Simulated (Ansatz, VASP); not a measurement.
H in VASP and in Ansatz

```xyz
2
Lattice="12.0000 0.0000 0.0000 0.0000 12.3000 0.0000 0.0000 0.0000 12.6000" Properties=species:S:1:pos:R:3 pbc="T T T"
H     6.0000    6.1500    5.9250
H     6.0000    6.1500    6.6750
```

Alike in both runs: functional PBE; k mesh 1 × 1 × 1; occupations fermi-dirac, width 0.01 eV; no spin polarisation.

Ansatz relaxed the structure, and its values are those at the end. VASP's run is a single point on that final structure, the one shown.

|  | VASP | Ansatz |
| --- | --- | --- |
| version | VASP 6.6.1 | Ansatz 0.2.0 |
| potentials or method | VASP PAW PBE potentials, release 64 (H), cutoff 520 eV | plane waves (420 eV) with PAW, scalar-relativistic |
| valence electrons in the cell | 2 | 2 |

VASP gave:

* rms of the force components (eV/Å): 0.002

Problem. Which values does Ansatz return?

Solution. rms of the force components (eV/Å): 0.005.

With one functional, cell and mesh, what is left measures potentials, basis and numerics.
